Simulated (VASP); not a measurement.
# GaN (F-43m) in VASP: further runs

GaN is run at these levels: r2SCAN; tasks: phonons.

Everything below comes from runs of VASP 6.6.1. Logs are shortened: lines on timing, memory, paths and dates and some standing lists are left out, and cuts for length are marked.

### 1 The cell of the first run

It takes space group F-43m (No. 216, cubic). The conventional cell has a = 4.483 Å, b = 4.483 Å, c = 4.483 Å, α = 90.00°, β = 90.00°, γ = 90.00°. Within 2.6 Å of Ga (site symmetry -43m) lie 4 N at 1.94 Å. N (site symmetry -43m) has 4 Ga at 1.94 Å within 2.6 Å.

### 2 Phonons, r2SCAN

Input file INCAR:

```
SYSTEM = GaN
  PREC = Accurate
  ENCUT = 520
  EDIFF = 1E-8
  ISMEAR = 0
  SIGMA = 0.01
  LREAL = .False.
  LASPH = .True.
  NELM = 80
  ALGO = Normal
  ISIF = 2
  LWAVE = .False.
  LCHARG = .False.
  METAGGA = R2SCAN
  LMIXTAU = .True.
  IBRION = 6
  NFREE = 2
  POTIM = 0.015
  NSW = 1
```

Input file KPOINTS:

```
Automatic mesh
0
Gamma
  10 10 10
  0 0 0
```

Input file POSCAR:

```
GaN
1.0
    2.2414625340      2.2414625340      0.0000000000
   -2.2414625340      2.2414625340      0.0000000000
    0.0000000000      2.2414625340      2.2414625340
Ga N
1 1
Direct
    0.0000000000      0.0000000000      0.0000000000
    0.2500000000      0.7500000000      0.5000000000
```

Potentials or basis: VASP PAW PBE potentials, release 64 (Ga_d, N).

The run is started by

```bash
> cat potpaw_PBE.64/Ga_d/POTCAR potpaw_PBE.64/N/POTCAR > POTCAR
> mpirun -np 1 vasp_std > vasp.out
```

OUTCAR:

```text
SYSTEM = GaN
   PREC = Accurate
   ENCUT = 520
   EDIFF = 1E-8
   ISMEAR = 0
   LREAL = .False.
   LASPH = .True.
   NELM = 80
   ISIF = 2
   METAGGA = R2SCAN
   IBRION = 6
   NFREE = 2
   POTIM = 0.015
   NSW = 1

 ion  position               nearest neighbor table
   1  0.000  0.000  0.000-   2 1.94   2 1.94   2 1.94   2 1.94
   2  0.250  0.750  0.500-   1 1.94   1 1.94   1 1.94   1 1.94

  LATTYP: Found a face centered cubic cell.
 ALAT       =     4.4829250680

  Lattice vectors:

 A1 = (   0.0000000000,   2.2414625340,   2.2414625340)
 A2 = (   2.2414625340,   0.0000000000,   2.2414625340)
 A3 = (   2.2414625340,   2.2414625340,   0.0000000000)

Analysis of symmetry for initial positions (statically):
=====================================================================
 Subroutine PRICEL returns:
 Original cell was already a primitive cell.

 Routine SETGRP: Setting up the symmetry group for a
 face centered cubic supercell.

 Subroutine GETGRP returns: Found 24 space group operations
 (whereof 24 operations were pure point group operations)
 out of a pool of 48 trial point group operations.

The static configuration has the point symmetry T_d .

Analysis of symmetry for dynamics (positions and initial velocities):
=====================================================================
 Subroutine PRICEL returns:
 Original cell was already a primitive cell.

 Routine SETGRP: Setting up the symmetry group for a
 face centered cubic supercell.

 Subroutine GETGRP returns: Found 24 space group operations
 (whereof 24 operations were pure point group operations)
 out of a pool of 48 trial point group operations.

The dynamic configuration has the point symmetry T_d .

 Subroutine INISYM returns: Found 24 space group operations
 (whereof 24 operations are pure point group operations),
 and found     1 'primitive' translations

----------------------------------------------------------------------------------------

                                     Primitive cell

  volume of cell :      22.5229

  direct lattice vectors                    reciprocal lattice vectors
     2.241462534  2.241462534  0.000000000     0.223068640  0.223068640 -0.223068640
    -2.241462534  2.241462534  0.000000000    -0.223068640  0.223068640 -0.223068640
     0.000000000  2.241462534  2.241462534     0.000000000  0.000000000  0.446137281

  length of vectors
     3.169906715  3.169906715  3.169906715     0.386366219  0.386366219  0.446137281

  position of ions in fractional coordinates (direct lattice)
     0.000000000  0.000000000  0.000000000
     0.250000000  0.750000000  0.500000000

  ion indices of the primitive-cell ions
   primitive index   ion index
                 1           1
                 2           2

----------------------------------------------------------------------------------------

 KPOINTS: Automatic mesh

Automatic generation of k-mesh.
 Grid dimensions read from file:
 generate k-points for:   10   10   10

 Generating k-lattice:

  Cartesian coordinates                     Fractional coordinates (reciprocal lattice)
     0.022306864  0.022306864 -0.022306864     0.100000000  0.000000000  0.000000000
    -0.022306864  0.022306864 -0.022306864     0.000000000  0.100000000  0.000000000
     0.000000000  0.000000000  0.044613728     0.000000000  0.000000000  0.100000000

  Length of vectors
     0.038636622  0.038636622  0.044613728

  Shift w.r.t. Gamma in fractional coordinates (k-lattice)
     0.000000000  0.000000000  0.000000000

 Subroutine IBZKPT returns following result:
 ===========================================

 Found     47 irreducible k-points:

 Following reciprocal coordinates:
            Coordinates               Weight
  0.000000  0.000000  0.000000      1.000000
  0.100000  0.000000  0.000000      8.000000
  0.200000  0.000000  0.000000      8.000000
  0.300000  0.000000  0.000000      8.000000
  0.400000  0.000000  0.000000      8.000000
  0.500000  0.000000  0.000000      4.000000
[... 16 lines left out ...]
  0.300000  0.300000  0.000000     12.000000
  0.400000  0.300000  0.000000     24.000000
 [... further k-points ...]
   k-points           NKPTS =     47   k-points in BZ     NKDIM =     47   number of bands    NBANDS=     13
   number of dos      NEDOS =    301   number of ions     NIONS =      2
   total plane-waves  NPLWV =  13824
   dimension x,y,z NGX =    24 NGY =   24 NGZ =   24
   dimension x,y,z NGXF=    48 NGYF=   48 NGZF=   48
   ions per type =               1   1
   NGX,Y,Z   is equivalent  to a cutoff of  12.59, 12.59, 12.59 a.u.
   NGXF,Y,Z  is equivalent  to a cutoff of  25.17, 25.17, 25.17 a.u.
 SYSTEM =  GaN
   PREC   = accura    normal or accurate (medium, high low for compatibility)
   ISTART =      0    job   : 0-new  1-cont  2-samecut
   ICHARG =      2    charge: 1-file 2-atom 10-const
   ISPIN  =      1    spin polarized calculation?
   LNONCOLLINEAR =      F non collinear calculations
   LSORBIT =      F    spin-orbit coupling
   LASPH  =      T    aspherical Exc in radial PAW
   ENCUT  =  520.0 eV  38.22 Ry    6.18 a.u.   5.89  5.89  5.89*2*pi/ulx,y,z
   NELM   =     80;   NELMIN=  2; NELMDL= -5     # of ELM steps
   EDIFF  = 0.1E-07   stopping-criterion for ELM
   LREAL  =      F    real-space projection
   EDIFFG = 0.1E-06   stopping-criterion for IOM
   NSW    =     61    number of steps for IOM
   IBRION =      6    ionic relax: 0-MD 1-quasi-New 2-CG
   NFREE  =      2    steps in history (QN), initial steepest desc. (CG)
   ISIF   =      2    stress and relaxation
   ISYM   =      2    0-nonsym 1-usesym 2-fastsym
   POTIM  = 0.0150    time-step for ionic-motion
   TEBEG  =    0.0;   TEEND  =   0.0 temperature during run
   PSTRESS=    0.0 pullay stress
   NELECT =      18.0000    total number of electrons
   NUPDOWN=      -1.0000    fix difference up-down
   EMIN   =  10.00;   EMAX   =-10.00  energy-range for DOS
   EFERMI =   0.00;   METHOD = LEGACY
   ISMEAR =     0;   SIGMA  =   0.01  broadening in eV -4-tet -1-fermi 0-gaus
   EFERMI_NEDOS =   21; number of points for ismear=-14 and -15
   IALGO  =     38    algorithm
   IMIX   =      4    mixing-type and parameters
     AMIX     =   0.40;   BMIX     =  1.00
     AMIX_MAG =   1.60;   BMIX_MAG =  1.00
  volume/ion in A,a.u.               =      11.26        76.00
  Fermi-wavevector in a.u.,A,eV,Ry     =   1.519232  2.870933 31.403155  2.308067
  Thomas-Fermi vector in A             =   2.628246
   LORBIT       =      0    0 simple, 1 ext, 2 COOP (PROOUT), +10 PAW based schemes
   METAGGA = R2SCAN    functional components
   LHFCALC =     F    Hartree Fock is set to
   AEXX    =    0.0000 exact exchange contribution
   IVDW    =     0    specifies the selected vdW correction
   LEPSILON=     F    determine dielectric tensor
   LRPA    =     F    only Hartree local field effects (RPA)
 finite differences with symmetry
 non-spin polarized calculation
 Gauss-broadening in eV      SIGMA  =   0.01
  energy-cutoff  :      520.00
  volume of cell :       22.52
 maximum number of plane-waves:       620
   NGX = 11   NGY = 11   NGZ = 11

--------------------------------------- Ionic step        1  -------------------------------------------

 number of electron      18.0000014 magnetization

 Free energy of the ion-electron system (eV)
  ---------------------------------------------------
  ext. energy  EPLUGINS =         0.00000000
  ---------------------------------------------------
  free energy    TOTEN  =       -21.89319629 eV

  energy without entropy =      -21.89319629  energy(sigma->0) =      -21.89319629

------------------------ aborting loop because EDIFF is reached ----------------------------------------

  FORCE on cell =-STRESS in cart. coord.  units (eV):
  Direction    XX          YY          ZZ          XY          YZ          ZX
  --------------------------------------------------------------------------------------
  -------------------------------------------------------------------------------------
  Total        0.4413741      0.4413741      0.4413741      0.0000000     -0.0000000     -0.0000000
  in kB       31.3973515     31.3973515     31.3973515      0.0000000     -0.0000000     -0.0000000
  external PRESSURE =      31.3973515 kB  Pullay stress =       0.0000000 kB
[... 129 lines left out ...]
  energy  without entropy=      -21.8916984894  energy(sigma->0) =      -21.89169849

--------------------------------------- Ionic step        5  -------------------------------------------

 number of electron      18.0000013 magnetization

 Free energy of the ion-electron system (eV)
  ---------------------------------------------------
  ext. energy  EPLUGINS =         0.00000000
  ---------------------------------------------------
  free energy    TOTEN  =       -21.89170656 eV

  energy without entropy =      -21.89170656  energy(sigma->0) =      -21.89170656

 E-fermi :   5.2721     XC(G=0): -12.7297

 val. band max:        5.2208323021   @ k =   0.0000   0.0000   0.0000
 cond. band min:       7.4191101456   @ k =   0.0000   0.0000   0.0000
 fundamental gap:      2.1982778435
 Fermi energy:         5.2720641217

 k-point     1 :       0.0000    0.0000    0.0000
  band No.  band energies     occupation
      1     -11.6786      2.00000
      2      -8.6569      2.00000
      3      -8.6510      2.00000
      4      -8.6463      2.00000
      5      -8.2832      2.00000
      6      -8.2830      2.00000
      7       5.1629      2.00000
      8       5.1933      2.00000
      9       5.2208      2.00000
     10       7.4191      0.00000
     11      16.2803      0.00000
     12      16.3020      0.00000
     13      16.3263      0.00000
[... 353 lines left out ...]
 k-point    24 :       0.4000    0.3000    0.0000
  band No.  band energies     occupation
      1     -10.4763      2.00000
      2      -8.5151      2.00000
      3      -8.4074      2.00000
      4      -8.3442      2.00000
      5      -8.2489      2.00000
      6      -6.6830      2.00000
      7      -0.9443      2.00000
      8       1.0093      2.00000
      9       3.1430      2.00000
     10      11.1976      0.00000
     11      13.8345      0.00000
     12      16.7056      0.00000
     13      18.5288      0.00000

 [... further k-points ...]
[... 5 lines left out ...]
  --------------------------------------------------------------------------------------
  -------------------------------------------------------------------------------------
  Total        0.4414895      0.4461827      0.4461827      0.0000000      0.1434541      0.0000000
  in kB       31.4055603     31.7394106     31.7394106      0.0000000     10.2046728      0.0000000
  external PRESSURE =      31.6281272 kB  Pullay stress =       0.0000000 kB
[... 17 lines left out ...]
  FREE ENERGIE OF THE ION-ELECTRON SYSTEM (eV)
  ---------------------------------------------------
  free  energy   TOTEN  =       -21.8917065631 eV

  energy  without entropy=      -21.8917065631  energy(sigma->0) =      -21.89170656

 INTERNAL STRAIN TENSORS FROM DISPLACED ATOMS
 ============================================

 INTERNAL STRAIN TENSOR FOR ION    1 for displacements in x,y,z  (eV/Angst):
          X           Y           Z          XY          YZ          ZX
  --------------------------------------------------------------------------------
  x     0.00000     0.00000     0.00000     0.00000     9.28623     0.00000
  y     0.00000    -0.00000     0.00000     0.00000     0.00000     9.28623
  z     0.00000     0.00000     0.00000     9.28623     0.00000    -0.00000

 INTERNAL STRAIN TENSOR FOR ION    2 for displacements in x,y,z  (eV/Angst):
          X           Y           Z          XY          YZ          ZX
  --------------------------------------------------------------------------------
  x     0.00000    -0.00000    -0.00000    -0.00000    -9.58749    -0.00000
  y    -0.00000     0.00000    -0.00000    -0.00000    -0.00000    -9.58749
  z    -0.00000    -0.00000     0.00000    -9.58749    -0.00000     0.00000

 Eigenvectors and eigenvalues of the dynamical matrix
 ----------------------------------------------------

   1 f  =   16.794804 THz   105.524865 2PiTHz  560.214358 cm-1    69.457697 meV
             X         Y         Z           dx          dy          dz
      0.000000  0.000000  0.000000    -0.000000    0.000000   -0.401109
     -1.120731  3.362194  1.120731     0.000000    0.000000    0.916030

   2 f  =   16.794804 THz   105.524865 2PiTHz  560.214358 cm-1    69.457697 meV
             X         Y         Z           dx          dy          dz
      0.000000  0.000000  0.000000    -0.000000    0.401109    0.000000
     -1.120731  3.362194  1.120731     0.000000   -0.916030   -0.000000
[... 11 lines left out ...]
   5 f/i=    0.143761 THz     0.903278 2PiTHz    4.795357 cm-1     0.594548 meV
             X         Y         Z           dx          dy          dz
      0.000000  0.000000  0.000000     0.913066    0.012039    0.072646
     -1.120731  3.362194  1.120731     0.399811    0.005271    0.031810

   6 f/i=    0.143761 THz     0.903278 2PiTHz    4.795357 cm-1     0.594548 meV
             X         Y         Z           dx          dy          dz
      0.000000  0.000000  0.000000     0.039917    0.678490   -0.614141
     -1.120731  3.362194  1.120731     0.017479    0.297096   -0.268919

 ELASTIC MODULI CONTR FROM IONIC RELAXATION (kBar)
 Direction    XX          YY          ZZ          XY          YZ          ZX
 --------------------------------------------------------------------------------
 XX          -0.0000     -0.0000     -0.0000     -0.0000     -0.0000     -0.0000
 YY          -0.0000     -0.0000     -0.0000     -0.0000     -0.0000      0.0000
 ZZ          -0.0000     -0.0000     -0.0000     -0.0000     -0.0000     -0.0000
 XY          -0.0000     -0.0000     -0.0000   -478.1506     -0.0000      0.0000
 YZ          -0.0000     -0.0000     -0.0000     -0.0000   -478.1506     -0.0000
 ZX          -0.0000      0.0000     -0.0000      0.0000     -0.0000   -478.1506
 --------------------------------------------------------------------------------
```

It took 3.5 min on 1 thread of Intel Xeon 6975P-C (Granite Rapids), shared host; peak memory 0.22 GiB.

What came out:

```yaml
Highest_phonon_frequency_at_Γ_LO-TO_splitting_left_out: 560 cm⁻¹
```

Phonon frequencies in cm⁻¹ (negative: imaginary):
```
              q point           frequencies
(0.000, 0.000, 0.000)  -5 -5 -5 560 560 560
```

Caveat: the cell wasn't relaxed at this level first, which shifts response properties; the PAW data sets were made with another functional, which shifts forces and pressure a little.

(Part 1 of 2 ends here.)
